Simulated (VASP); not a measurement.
A run of VASP 6.6.1:

Contents of INCAR:

```
SYSTEM = GaN
PREC = Accurate
ENCUT = 600
EDIFF = 1E-6
ISMEAR = 0
SIGMA = 0.01
LREAL = .FALSE.
LASPH = .TRUE.
NELM = 120
ALGO = Normal
ISIF = 2
LWAVE = .FALSE.
LCHARG = .FALSE.
GGA = PE
NBANDS = 16
GGA_COMPAT = .FALSE.
```

KPOINTS

```
regular mesh
0
G
  5 5 5
  0 0 0
```

The input POSCAR:

```
GaN
1.0
    0.0000000000      2.2535000000      2.2535000000
    2.2535000000      0.0000000000      2.2535000000
    2.2535000000      2.2535000000      0.0000000000
Ga N
1 1
Direct
   -0.0001501225      0.0010158985      0.0016708498
    0.7507472694      0.7449431258      0.7416829451
```

Potentials or basis: VASP PAW PBE potentials, release 64 (Ga_d, N).

The run is started by

```bash
$ cat potpaw_PBE.64/Ga_d/POTCAR potpaw_PBE.64/N/POTCAR > POTCAR
$ mpirun -np 1 vasp_std > vasp.out
```

Hardware: 1 thread of Intel(R) Xeon(R) Platinum 8259CL CPU @ 2.50GHz (Skylake/Cascade Lake), on a shared host.

Q: Estimate the wall time of this run.

A: Run time: 29 s on 1 thread of Intel(R) Xeon(R) Platinum 8259CL CPU @ 2.50GHz (Skylake/Cascade Lake), with other jobs on the host, peak memory 0.17 GiB. Counts: scf iterations 13, k points 63.
